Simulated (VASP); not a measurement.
Cr: single point with PBE

Crystal: Cr.

```
CELL_PARAMETERS angstrom
2.00375 -1.42034 0.00000
2.00375 1.42034 0.00000
0.00000 0.00000 8.09545
ATOMIC_POSITIONS crystal
Cr 0.75001 0.24999 0.12500
Cr 0.74999 0.25001 0.62500
Cr 0.24999 0.75001 0.87500
Cr 0.25001 0.74999 0.37500
```

* Program: VASP 6.6.1
* Task: single point
* Functional: PBE
* Potentials or basis: VASP PAW PBE potentials, release 64 (Cr_pv)
* Cutoff: 520 eV
* k mesh: 6 × 6 × 4
* Occupations: gaussian, width 0.1 eV
* Spin: no spin polarisation
* Dipole correction: no
* Further INCAR settings: ALGO = Fast; EDIFF = 1e-06; NBANDS = 32

* Pressure: -0.3 GPa
* Band gap on the k mesh: zero (band 24 reaches 11.98 eV, above the bottom of band 25 at 10.53 eV)

Stress tensor (GPa, compression positive):
```
-0.32  0.00  0.00
 0.00 -0.22  0.00
 0.00  0.00 -0.28
```

Levels at points of the mesh, in eV from the Fermi level:
```csv
k point,band 22,band 23,band 24,band 25,band 26,band 27
"(0.00, 0.00, 0.00)",-1.01,-0.98,-0.90,0.73,0.73,0.81
"(0.50, 0.00, 0.00)",-1.68,0.91,0.91,1.08,1.08,1.11
"(0.50, 0.50, 0.00)",-0.54,0.33,0.33,1.05,1.15,1.39
"(0.00, 0.00, 0.50)",-1.06,-0.45,-0.45,-0.45,-0.45,0.88
"(0.50, 0.00, 0.50)",-0.58,-0.58,-0.58,1.03,1.03,1.03
"(0.50, 0.50, 0.50)",-1.05,0.57,0.57,1.31,1.31,1.58
```

Wall time 33 s on 1 thread of AMD EPYC 9R45 96-Core Processor (Zen 5), with other jobs on the host, peak memory 0.14 GiB.

Caveat: the k points lie up to 0.45 Å⁻¹ apart; the run has no spin polarisation, though such a crystal can be magnetic. Spin polarisation is off, so any magnetic state and its effect on volume and gap are missing.
